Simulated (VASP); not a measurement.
# BAs (F-43m) in VASP: further runs

The runs below take BAs through single point, with PBE.

Program: VASP 6.6.1. These are calculated values, not measurements. Logs are shortened: lines on timing, memory, paths and dates and some standing lists are left out, and cuts for length are marked.

### 1 The cell of the first run

The structure is cubic, space group F-43m (No. 216). The conventional cell has a = 4.833 Å, b = 4.833 Å, c = 4.833 Å, α = 90.00°, β = 90.00°, γ = 90.00°. Within 2.8 Å of B (site symmetry -43m) lie 4 As at 2.09 Å. Within 2.8 Å of As (site symmetry -43m) lie 4 B at 2.09 Å.

### 2 Single point, PBE

INCAR reads:

```
ALGO = Normal
EDIFF = 1E-6
ENCUT = 500
GGA = PE
GGA_COMPAT = False
ISIF = 2
ISMEAR = 0
LASPH = True
LCHARG = False
LREAL = False
LWAVE = False
NBANDS = 11
NELM = 120
PREC = Accurate
SIGMA = 0.01
```

KPOINTS reads:

```
k-points
0
Gamma
  2 2 2
```

POSCAR reads:

```
BAs
1.0
    0.0000000000      2.4164823900      2.4164823900
    2.4164823900      0.0000000000      2.4164823900
    2.4164823900      2.4164823900      0.0000000000
B As
1 1
Direct
    0.0000000000      0.0000000000      0.0000000000
    0.2500000000      0.2500000000      0.2500000000
```

Potentials or basis: VASP PAW PBE potentials, release 64 (B, As).

Started as:

```bash
$ cat potpaw_PBE.64/B/POTCAR potpaw_PBE.64/As/POTCAR > POTCAR
$ mpirun -np 1 vasp_std > vasp.out
```

OUTCAR:

```text
EDIFF = 1E-6
   ENCUT = 500
   GGA = PE
   ISIF = 2
   ISMEAR = 0
   LASPH = True
   LREAL = False
   NELM = 120
   PREC = Accurate

 ion  position               nearest neighbor table
   1  0.000  0.000  0.000-   2 2.09   2 2.09   2 2.09   2 2.09
   2  0.250  0.250  0.250-   1 2.09   1 2.09   1 2.09   1 2.09

  LATTYP: Found a face centered cubic cell.
 ALAT       =     4.8329647800

  Lattice vectors:

 A1 = (   0.0000000000,   2.4164823900,   2.4164823900)
 A2 = (   2.4164823900,   0.0000000000,   2.4164823900)
 A3 = (   2.4164823900,   2.4164823900,   0.0000000000)

Analysis of symmetry for initial positions (statically):
=====================================================================
 Subroutine PRICEL returns:
 Original cell was already a primitive cell.

 Routine SETGRP: Setting up the symmetry group for a
 face centered cubic supercell.

 Subroutine GETGRP returns: Found 24 space group operations
 (whereof 24 operations were pure point group operations)
 out of a pool of 48 trial point group operations.

The static configuration has the point symmetry T_d .

Analysis of symmetry for dynamics (positions and initial velocities):
=====================================================================
 Subroutine PRICEL returns:
 Original cell was already a primitive cell.

 Routine SETGRP: Setting up the symmetry group for a
 face centered cubic supercell.

 Subroutine GETGRP returns: Found 24 space group operations
 (whereof 24 operations were pure point group operations)
 out of a pool of 48 trial point group operations.

The dynamic configuration has the point symmetry T_d .

 Subroutine INISYM returns: Found 24 space group operations
 (whereof 24 operations are pure point group operations),
 and found     1 'primitive' translations

----------------------------------------------------------------------------------------

                                     Primitive cell

  volume of cell :      28.2216

  direct lattice vectors                    reciprocal lattice vectors
     0.000000000  2.416482390  2.416482390    -0.206912329  0.206912329  0.206912329
     2.416482390  0.000000000  2.416482390     0.206912329 -0.206912329  0.206912329
     2.416482390  2.416482390  0.000000000     0.206912329  0.206912329 -0.206912329

  length of vectors
     3.417422169  3.417422169  3.417422169     0.358382667  0.358382667  0.358382667

  position of ions in fractional coordinates (direct lattice)
     0.000000000  0.000000000  0.000000000
     0.250000000  0.250000000  0.250000000

  ion indices of the primitive-cell ions
   primitive index   ion index
                 1           1
                 2           2

----------------------------------------------------------------------------------------

 KPOINTS: k-points

Automatic generation of k-mesh.
 Grid dimensions read from file:
 generate k-points for:    2    2    2

 Generating k-lattice:

  Cartesian coordinates                     Fractional coordinates (reciprocal lattice)
    -0.103456165  0.103456165  0.103456165     0.500000000  0.000000000  0.000000000
     0.103456165 -0.103456165  0.103456165     0.000000000  0.500000000  0.000000000
     0.103456165  0.103456165 -0.103456165     0.000000000  0.000000000  0.500000000

  Length of vectors
     0.179191334  0.179191334  0.179191334

  Shift w.r.t. Gamma in fractional coordinates (k-lattice)
     0.000000000  0.000000000  0.000000000

 Subroutine IBZKPT returns following result:
 ===========================================

 Found      3 irreducible k-points:

 Following reciprocal coordinates:
            Coordinates               Weight
  0.000000  0.000000  0.000000      1.000000
  0.500000  0.000000  0.000000      4.000000
  0.500000  0.500000  0.000000      3.000000
   k-points           NKPTS =      3   k-points in BZ     NKDIM =      3   number of bands    NBANDS=     11
   number of dos      NEDOS =    301   number of ions     NIONS =      2
   total plane-waves  NPLWV =  21952
   dimension x,y,z NGX =    28 NGY =   28 NGZ =   28
   dimension x,y,z NGXF=    56 NGYF=   56 NGZF=   56
   ions per type =               1   1
   NGX,Y,Z   is equivalent  to a cutoff of  13.62, 13.62, 13.62 a.u.
   NGXF,Y,Z  is equivalent  to a cutoff of  27.24, 27.24, 27.24 a.u.
 SYSTEM =  unknown system
   PREC   = accura    normal or accurate (medium, high low for compatibility)
   ISTART =      0    job   : 0-new  1-cont  2-samecut
   ICHARG =      2    charge: 1-file 2-atom 10-const
   ISPIN  =      1    spin polarized calculation?
   LNONCOLLINEAR =      F non collinear calculations
   LSORBIT =      F    spin-orbit coupling
   LASPH  =      T    aspherical Exc in radial PAW
   ENCUT  =  500.0 eV  36.75 Ry    6.06 a.u.   6.23  6.23  6.23*2*pi/ulx,y,z
   NELM   =    120;   NELMIN=  2; NELMDL= -5     # of ELM steps
   EDIFF  = 0.1E-05   stopping-criterion for ELM
   LREAL  =      F    real-space projection
   EDIFFG = 0.1E-04   stopping-criterion for IOM
   NSW    =      0    number of steps for IOM
   IBRION =     -1    ionic relax: 0-MD 1-quasi-New 2-CG
   NFREE  =      0    steps in history (QN), initial steepest desc. (CG)
   ISIF   =      2    stress and relaxation
   ISYM   =      2    0-nonsym 1-usesym 2-fastsym
   POTIM  = 0.5000    time-step for ionic-motion
   TEBEG  =    0.0;   TEEND  =   0.0 temperature during run
   PSTRESS=    0.0 pullay stress
   NELECT =       8.0000    total number of electrons
   NUPDOWN=      -1.0000    fix difference up-down
   EMIN   =  10.00;   EMAX   =-10.00  energy-range for DOS
   EFERMI =   0.00;   METHOD = LEGACY
   ISMEAR =     0;   SIGMA  =   0.01  broadening in eV -4-tet -1-fermi 0-gaus
   EFERMI_NEDOS =   21; number of points for ismear=-14 and -15
   IALGO  =     38    algorithm
   IMIX   =      4    mixing-type and parameters
     AMIX     =   0.40;   BMIX     =  1.00
     AMIX_MAG =   1.60;   BMIX_MAG =  1.00
  volume/ion in A,a.u.               =      14.11        95.22
  Fermi-wavevector in a.u.,A,eV,Ry     =   1.075419  2.032248 15.735503  1.156527
  Thomas-Fermi vector in A             =   2.211275
   LORBIT       =      0    0 simple, 1 ext, 2 COOP (PROOUT), +10 PAW based schemes
   GGA     = PE    functional components
   LHFCALC =     F    Hartree Fock is set to
   AEXX    =    0.0000 exact exchange contribution
   IVDW    =     0    specifies the selected vdW correction
   LEPSILON=     F    determine dielectric tensor
   LRPA    =     F    only Hartree local field effects (RPA)
 non-spin polarized calculation
 Gauss-broadening in eV      SIGMA  =   0.01
  energy-cutoff  :      500.00
  volume of cell :       28.22
 maximum number of plane-waves:       725
 NGX is ok and might be reduce to    28
   NGX = 13   NGY = 13   NGZ = 13

 number of electron       8.0000000 magnetization

 Free energy of the ion-electron system (eV)
  ---------------------------------------------------
  ext. energy  EPLUGINS =         0.00000000
  ---------------------------------------------------
  free energy    TOTEN  =        -8.58499777 eV

  energy without entropy =       -8.58499777  energy(sigma->0) =       -8.58499777

 E-fermi :   6.1447     XC(G=0): -10.2534

 val. band max:        6.0716616475   @ k =   0.0000   0.0000   0.0000
 cond. band min:       7.4089798347   @ k =   0.5000   0.5000   0.0000
 fundamental gap:      1.3373181872
 Fermi energy:         6.1446807158

 k-point     1 :       0.0000    0.0000    0.0000
  band No.  band energies     occupation
      1      -9.1094      2.00000
      2       6.0717      2.00000
      3       6.0717      2.00000
      4       6.0717      2.00000
      5       9.1799      0.00000
      6       9.1799      0.00000
      7       9.1799      0.00000
      8      10.3511      0.00000
      9      15.4382      0.00000
     10      18.6817      0.00000
     11      18.6817      0.00000

 k-point     2 :       0.5000    0.0000    0.0000
  band No.  band energies     occupation
      1      -6.3487      2.00000
      2      -2.5552      2.00000
      3       4.2723      2.00000
      4       4.2723      2.00000
      5       8.5278      0.00000
      6      10.6733      0.00000
      7      10.6733      0.00000
      8      14.7921      0.00000
      9      18.5610      0.00000
     10      20.2631      0.00000
     11      20.2631      0.00000

 k-point     3 :       0.5000    0.5000    0.0000
  band No.  band energies     occupation
      1      -5.0882      2.00000
      2      -2.3188      2.00000
      3       2.0587      2.00000
      4       2.0587      2.00000
      5       7.4090      0.00000
      6       7.4363      0.00000
      7      17.0998      0.00000
      8      17.0998      0.00000
      9      18.7036      0.00000
     10      22.7530      0.00000
     11      23.4905      0.00000

------------------------ aborting loop because EDIFF is reached ----------------------------------------

  FORCE on cell =-STRESS in cart. coord.  units (eV):
  Direction    XX          YY          ZZ          XY          YZ          ZX
  --------------------------------------------------------------------------------------
  -------------------------------------------------------------------------------------
  Total        1.7296859      1.7296859      1.7296859      0.0000000      0.0000000      0.0000000
  in kB       98.1967077     98.1967077     98.1967077      0.0000000      0.0000000      0.0000000
  external PRESSURE =      98.1967077 kB  Pullay stress =       0.0000000 kB

 VOLUME and BASIS-vectors are now :
 -----------------------------------------------------------------------------
  energy-cutoff  :      500.00
  volume of cell :       28.22
      direct lattice vectors                 reciprocal lattice vectors
     0.000000000  2.416482390  2.416482390    -0.206912329  0.206912329  0.206912329
     2.416482390  0.000000000  2.416482390     0.206912329 -0.206912329  0.206912329
     2.416482390  2.416482390  0.000000000     0.206912329  0.206912329 -0.206912329

 POSITION                                       TOTAL-FORCE (eV/Angst)
 -----------------------------------------------------------------------------------
      0.00000      0.00000      0.00000         0.000000     -0.000000     -0.000000
      1.20824      1.20824      1.20824        -0.000000      0.000000      0.000000
 -----------------------------------------------------------------------------------
    total drift:                               -0.000000     -0.000000     -0.000000

  FREE ENERGIE OF THE ION-ELECTRON SYSTEM (eV)
  ---------------------------------------------------
  free  energy   TOTEN  =        -8.5849977729 eV

  energy  without entropy=       -8.5849977729  energy(sigma->0) =       -8.58499777
```

Wall time 9.9 s (1 thread of Intel Xeon 8259CL, shared host); peak memory 0.15 GiB.

Results:

| Item | Value |
| --- | --- |
| Free energy | -8.5850 eV |
| Pressure | 9.8 GPa |
| Band gap on the k mesh | 1.34 eV, indirect (least direct gap 3.11 eV) |

Caveat: the k points lie up to 1.13 Å⁻¹ apart.

(Continued in part 2 of 3.)
